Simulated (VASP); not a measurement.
# Sb in VASP: density of states with PBE

Aim: the density of states of Sb with PBE.

All numbers are computed with VASP 6.6.1; they aren't measurements. Logs are shortened: lines on timing, memory, paths and dates and some standing lists are left out, and cuts for length are marked.

## (1) The cell of the first run

The cell holds a slab with vacuum, 4 atoms: a = 3.388 Å, b = 3.388 Å, c = 23.187 Å, α = 90.00°, β = 90.00°, γ = 90.00°.

## (2) Density of states, PBE

Input file POSCAR:

```
Sb
1.0
    3.3880510193      0.0000000000      0.0000000000
    0.0000000000      3.3880510193      0.0000000000
    0.0000000000      0.0000000000     23.1871000000
Sb
4
Direct
    0.2500000000      0.2500000000      0.3450185329
    0.7500000000      0.7500000000      0.4483395105
    0.2500000000      0.2500000000      0.5516604888
    0.7500000000      0.7500000000      0.6549814671
```

Input file INCAR.step1:

```
SYSTEM = Sb
PREC = Accurate
ENCUT = 520
EDIFF = 1E-6
ISMEAR = -1
SIGMA = 0.05
LREAL = .FALSE.
LASPH = .TRUE.
NELM = 60
ALGO = Normal
ISIF = 2
LWAVE = .FALSE.
LCHARG = .TRUE.
LDIPOL = .TRUE.
IDIPOL = 3
DIPOL = 0.5 0.5 0.500
GGA = PE
NBANDS = 18
```

Input file KPOINTS.step1:

```
regular mesh
0
G
  10 10 1
  0 0 0
```

Input file INCAR.step2:

```
SYSTEM = Sb
PREC = Accurate
ENCUT = 520
EDIFF = 1E-6
ISMEAR = -5
SIGMA = 0.05
LREAL = .FALSE.
LASPH = .TRUE.
NELM = 60
ALGO = Normal
ISIF = 2
LWAVE = .FALSE.
LCHARG = .FALSE.
LDIPOL = .TRUE.
IDIPOL = 3
DIPOL = 0.5 0.5 0.500
GGA = PE
LORBIT = 11
NEDOS = 1001
ICHARG = 11
```

Input file KPOINTS.step2:

```
regular mesh
0
G
  15 15 1
  0 0 0
```

Potentials or basis: VASP PAW PBE potentials, release 64 (Sb).

The run is started by

```sh
$ cat potpaw_PBE.64/Sb/POTCAR > POTCAR
$ cp INCAR.step1 INCAR
$ cp KPOINTS.step1 KPOINTS
$ mpirun -np 1 vasp_std > vasp.out
$ cp INCAR.step2 INCAR
$ cp KPOINTS.step2 KPOINTS
$ mpirun -np 1 vasp_std > vasp.out
```

OUTCAR:

```text
SYSTEM = Sb
   PREC = Accurate
   ENCUT = 520
   EDIFF = 1E-6
   ISMEAR = -5
   LREAL = .FALSE.
   LASPH = .TRUE.
   NELM = 60
   ISIF = 2
   GGA = PE
   LORBIT = 11
   ICHARG = 11

 ion  position               nearest neighbor table
   1  0.250  0.250  0.345-   2 3.39   2 3.39   2 3.39   2 3.39
   2  0.750  0.750  0.448-   1 3.39   1 3.39   1 3.39   1 3.39   3 3.39   3 3.39   3 3.39   3 3.39

   3  0.250  0.250  0.552-   4 3.39   4 3.39   4 3.39   4 3.39   2 3.39   2 3.39   2 3.39   2 3.39

   4  0.750  0.750  0.655-   3 3.39   3 3.39   3 3.39   3 3.39

  LATTYP: Found a simple tetragonal cell.
 ALAT       =     3.3880510193
 C/A-ratio  =     6.8437871413

  Lattice vectors:

 A1 = (   3.3880510193,   0.0000000000,   0.0000000000)
 A2 = (   0.0000000000,   3.3880510193,   0.0000000000)
 A3 = (   0.0000000000,   0.0000000000,  23.1871000000)

Analysis of symmetry for initial positions (statically):
=====================================================================
 Subroutine PRICEL returns:
 Original cell was already a primitive cell.

 Routine SETGRP: Setting up the symmetry group for a
 simple tetragonal supercell.

 Subroutine GETGRP returns: Found 16 space group operations
 (whereof  4 operations were pure point group operations)
 out of a pool of 16 trial point group operations.

The static configuration has the point symmetry C_2h.
 The point group associated with its full space group is D_4h.

Analysis of symmetry for dynamics (positions and initial velocities):
=====================================================================
 Subroutine PRICEL returns:
 Original cell was already a primitive cell.

 Routine SETGRP: Setting up the symmetry group for a
 simple tetragonal supercell.

 Subroutine GETGRP returns: Found 16 space group operations
 (whereof  4 operations were pure point group operations)
 out of a pool of 16 trial point group operations.

The dynamic configuration has the point symmetry C_2h.
 The point group associated with its full space group is D_4h.

 Subroutine INISYM returns: Found 16 space group operations
 (whereof  4 operations are pure point group operations),
 and found     1 'primitive' translations

----------------------------------------------------------------------------------------

                                     Primitive cell

  volume of cell :     266.1622

  direct lattice vectors                    reciprocal lattice vectors
     3.388051019  0.000000000  0.000000000     0.295154941  0.000000000  0.000000000
     0.000000000  3.388051019  0.000000000     0.000000000  0.295154941  0.000000000
     0.000000000  0.000000000 23.187100000     0.000000000  0.000000000  0.043127429

  length of vectors
     3.388051019  3.388051019 23.187100000     0.295154941  0.295154941  0.043127429

  position of ions in fractional coordinates (direct lattice)
     0.250000000  0.250000000  0.345018533
     0.750000000  0.750000000  0.448339510
     0.250000000  0.250000000  0.551660489
     0.750000000  0.750000000  0.654981467

  ion indices of the primitive-cell ions
   primitive index   ion index
                 1           1
                 2           2
                 3           3
                 4           4

----------------------------------------------------------------------------------------

 KPOINTS: regular mesh

Automatic generation of k-mesh.
 Grid dimensions read from file:
 generate k-points for:   15   15    1

 Generating k-lattice:

  Cartesian coordinates                     Fractional coordinates (reciprocal lattice)
     0.019676996  0.000000000  0.000000000     0.066666667  0.000000000  0.000000000
     0.000000000  0.019676996  0.000000000     0.000000000  0.066666667  0.000000000
     0.000000000  0.000000000  0.043127429     0.000000000  0.000000000  1.000000000

  Length of vectors
     0.019676996  0.019676996  0.043127429

  Shift w.r.t. Gamma in fractional coordinates (k-lattice)
     0.000000000  0.000000000  0.000000000

 TETIRR: Found    321 inequivalent tetrahedra from     1350

 Subroutine IBZKPT returns following result:
 ===========================================

 Found     36 irreducible k-points:

 Following reciprocal coordinates:
            Coordinates               Weight
  0.000000  0.000000  0.000000      1.000000
  0.066667  0.000000  0.000000      4.000000
  0.133333  0.000000  0.000000      4.000000
  0.200000  0.000000  0.000000      4.000000
  0.266667  0.000000  0.000000      4.000000
  0.333333  0.000000  0.000000      4.000000
[... 16 lines left out ...]
  0.266667  0.200000  0.000000      8.000000
  0.333333  0.200000  0.000000      8.000000
 [... further k-points ...]
   k-points           NKPTS =     36   k-points in BZ     NKDIM =     36   number of bands    NBANDS=     14
   number of dos      NEDOS =   1001   number of ions     NIONS =      4
   total plane-waves  NPLWV = 141120
   dimension x,y,z NGX =    28 NGY =   28 NGZ =  180
   dimension x,y,z NGXF=    56 NGYF=   56 NGZF=  360
   ions per type =               4
   NGX,Y,Z   is equivalent  to a cutoff of  13.74, 13.74, 12.91 a.u.
   NGXF,Y,Z  is equivalent  to a cutoff of  27.48, 27.48, 25.81 a.u.
 SYSTEM =  Sb
   PREC   = accura    normal or accurate (medium, high low for compatibility)
   ISTART =      0    job   : 0-new  1-cont  2-samecut
   ICHARG =     11    charge: 1-file 2-atom 10-const
   ISPIN  =      1    spin polarized calculation?
   LNONCOLLINEAR =      F non collinear calculations
   LSORBIT =      F    spin-orbit coupling
   LASPH  =      T    aspherical Exc in radial PAW
   ENCUT  =  520.0 eV  38.22 Ry    6.18 a.u.   6.30  6.30 43.11*2*pi/ulx,y,z
   NELM   =     60;   NELMIN=  2; NELMDL=  0     # of ELM steps
   EDIFF  = 0.1E-05   stopping-criterion for ELM
   LREAL  =      F    real-space projection
   EDIFFG = 0.1E-04   stopping-criterion for IOM
   NSW    =      0    number of steps for IOM
   IBRION =     -1    ionic relax: 0-MD 1-quasi-New 2-CG
   NFREE  =      0    steps in history (QN), initial steepest desc. (CG)
   ISIF   =      2    stress and relaxation
   ISYM   =      2    0-nonsym 1-usesym 2-fastsym
   POTIM  = 0.5000    time-step for ionic-motion
   TEBEG  =    0.0;   TEEND  =   0.0 temperature during run
   PSTRESS=    0.0 pullay stress
   NELECT =      20.0000    total number of electrons
   NUPDOWN=      -1.0000    fix difference up-down
   EMIN   =  10.00;   EMAX   =-10.00  energy-range for DOS
   EFERMI =   0.00;   METHOD = LEGACY
   ISMEAR =    -5;   SIGMA  =   0.05  broadening in eV -4-tet -1-fermi 0-gaus
   EFERMI_NEDOS =   21; number of points for ismear=-14 and -15
   IALGO  =     38    algorithm
   IMIX   =      4    mixing-type and parameters
     AMIX     =   0.40;   BMIX     =  1.00
     AMIX_MAG =   1.60;   BMIX_MAG =  1.00
  volume/ion in A,a.u.               =      66.54       449.04
  Fermi-wavevector in a.u.,A,eV,Ry     =   0.690827  1.305474  6.493273  0.477242
  Thomas-Fermi vector in A             =   1.772306
   LORBIT       =     11    0 simple, 1 ext, 2 COOP (PROOUT), +10 PAW based schemes
   GGA     = PE    functional components
   LHFCALC =     F    Hartree Fock is set to
   AEXX    =    0.0000 exact exchange contribution
   IVDW    =     0    specifies the selected vdW correction
   LEPSILON=     F    determine dielectric tensor
   LRPA    =     F    only Hartree local field effects (RPA)
 non-spin polarized calculation
 Fermi weights with tetrahedron method with Bloechl corrections
  energy-cutoff  :      520.00
  volume of cell :      266.16
 maximum number of plane-waves:      7208
 NGX is ok and might be reduce to    28

 number of electron      19.9999998 magnetization

 dipolmoment           0.000000      0.000000      0.000000 electrons x Angstroem

 Free energy of the ion-electron system (eV)
  ---------------------------------------------------
  ext. energy  EPLUGINS =         0.00000000
  ---------------------------------------------------
  free energy    TOTEN  =       -14.79507982 eV

  energy without entropy =      -14.79507982  energy(sigma->0) =      -14.79507982

 E-fermi :   0.8864     XC(G=0):  -4.8987

 val. band max:        0.8834156642   @ k =   0.4667   0.1333   0.0000
 cond. band min:       0.7956685957   @ k =   0.3333   0.2000   0.0000
 fundamental gap:     -0.0877470685
 Fermi energy:         0.8863868813

 k-point     1 :       0.0000    0.0000    0.0000
  band No.  band energies     occupation
      1     -11.5631      2.00000
      2     -10.5280      2.00000
      3      -9.0811      2.00000
      4      -7.4863      2.00000
      5      -2.9846      2.00000
      6      -0.7592      2.00000
      7       1.5935      0.00000
      8       1.5935      0.00000
      9       1.7687      0.00000
     10       2.6633      0.00000
     11       2.6633      0.00000
     12       3.9932      0.00000
     13       4.0878      0.00000
     14       4.0878      0.00000

 k-point     2 :       0.0667    0.0000    0.0000
  band No.  band energies     occupation
      1     -11.5062      2.00000
      2     -10.4733      2.00000
      3      -9.0324      2.00000
      4      -7.4541      2.00000
      5      -2.9335      2.00000
      6      -0.8002      2.00000
      7       1.1241      0.30354
      8       1.3718      0.06257
      9       1.6504      0.00000
     10       2.5638      0.00000
     11       2.7142      0.00000
     12       3.1943      0.00000
     13       4.1277      0.00000
     14       4.3592      0.00000

 k-point     3 :       0.1333    0.0000    0.0000
  band No.  band energies     occupation
      1     -11.3359      2.00000
      2     -10.3103      2.00000
      3      -8.8890      2.00000
      4      -7.3656      2.00000
      5      -2.7887      2.00000
      6      -1.0938      2.00000
      7       0.3629      2.09601
      8       0.4107      1.96046
      9       1.8195      0.00000
     10       2.0194      0.00000
     11       2.5292      0.00000
     12       2.8645      0.00000
     13       3.8208      0.00000
     14       4.2424      0.00000
[... 324 lines left out ...]
 k-point    23 :       0.2667    0.2000    0.0000
  band No.  band energies     occupation
      1     -10.1586      2.00000
      2      -9.1989      2.00000
      3      -7.9542      2.00000
      4      -6.8891      2.00000
      5      -2.2584      2.00000
      6      -2.1816      2.00000
      7      -1.0850      2.00000
      8      -1.0568      2.00000
      9      -0.1280      2.00000
     10       0.0439      2.11022
     11       1.3154      0.01546
     12       1.3907     -0.02095
     13       1.7080      0.00000
     14       2.8075      0.00000

 k-point    24 :       0.3333    0.2000    0.0000
  band No.  band energies     occupation
      1      -9.6701      2.00000
      2      -8.7584      2.00000
      3      -7.6515      2.00000
      4      -6.9313      2.00000
      5      -2.9246      2.00000
      6      -2.7934      2.00000
      7      -1.4878      2.00000
      8      -1.0222      2.00000
      9      -0.2657      2.00000
     10       0.0344      2.03860
     11       0.7957      0.97132
     12       1.6368     -0.09601
     13       1.8766      0.00000
     14       2.7139      0.00000

 [... further k-points ...]

------------------------ aborting loop because EDIFF is reached ----------------------------------------

 vacuum level on the upper side and lower side of the slab       (xc-potential included)        -0.079        -0.079

  FORCE on cell =-STRESS in cart. coord.  units (eV):
  Direction    XX          YY          ZZ          XY          YZ          ZX
  --------------------------------------------------------------------------------------
  -------------------------------------------------------------------------------------
  Total       -2.6368711     -2.6368711     -1.3178698      0.0000000      0.0000000      0.0000000
  in kB      -15.8727863    -15.8727863     -7.9329877      0.0000000      0.0000000      0.0000000
  external PRESSURE =     -13.2261868 kB  Pullay stress =       0.0000000 kB

 VOLUME and BASIS-vectors are now :
 -----------------------------------------------------------------------------
  energy-cutoff  :      520.00
  volume of cell :      266.16
      direct lattice vectors                 reciprocal lattice vectors
     3.388051019  0.000000000  0.000000000     0.295154941  0.000000000  0.000000000
     0.000000000  3.388051019  0.000000000     0.000000000  0.295154941  0.000000000
     0.000000000  0.000000000 23.187100000     0.000000000  0.000000000  0.043127429

 POSITION                                       TOTAL-FORCE (eV/Angst)
 -----------------------------------------------------------------------------------
      0.84701      0.84701      7.99998        -0.000000     -0.000000      0.286056
      2.54104      2.54104     10.39569         0.000000      0.000000     -0.369233
      0.84701      0.84701     12.79141        -0.000000     -0.000000      0.369233
      2.54104      2.54104     15.18712         0.000000      0.000000     -0.286056
 -----------------------------------------------------------------------------------
    total drift:                               -0.000000     -0.000000      0.000003

  FREE ENERGIE OF THE ION-ELECTRON SYSTEM (eV)
  ---------------------------------------------------
  free  energy   TOTEN  =       -14.7950798211 eV

  energy  without entropy=      -14.7950798211  energy(sigma->0) =      -14.79507982

 vacuum level on the upper side and lower side of the slab         5.086         5.086

 total charge

# of ion       s       p       d       tot
------------------------------------------
    1        1.241   1.041   0.023   2.305
    2        1.264   1.006   0.040   2.310
    3        1.264   1.006   0.040   2.310
    4        1.241   1.041   0.023   2.305
--------------------------------------------------
tot          5.011   4.095   0.124   9.230
```

Run time: 8.4 min. Hardware: 1 thread of AMD EPYC 7R13, shared host; peak memory 0.37 GiB.

Results:

```
Valence electrons inside the program's atomic spheres : Sb 2.31
```

Levels at points of the mesh, in eV from the Fermi level:
| k point | band 6 | band 7 | band 8 | band 9 | band 10 | band 11 | band 12 | band 13 | band 14 |
| --- | --- | --- | --- | --- | --- | --- | --- | --- | --- |
| (0.00, 0.00, 0.00) | -1.65 | 0.71 | 0.71 | 0.88 | 1.78 | 1.78 | 3.11 | 3.20 | 3.20 |

Caveat: the bands computed are all filled at some k points, so no gap is given; spin-orbit coupling is left out, which moves the levels of the heavy elements.
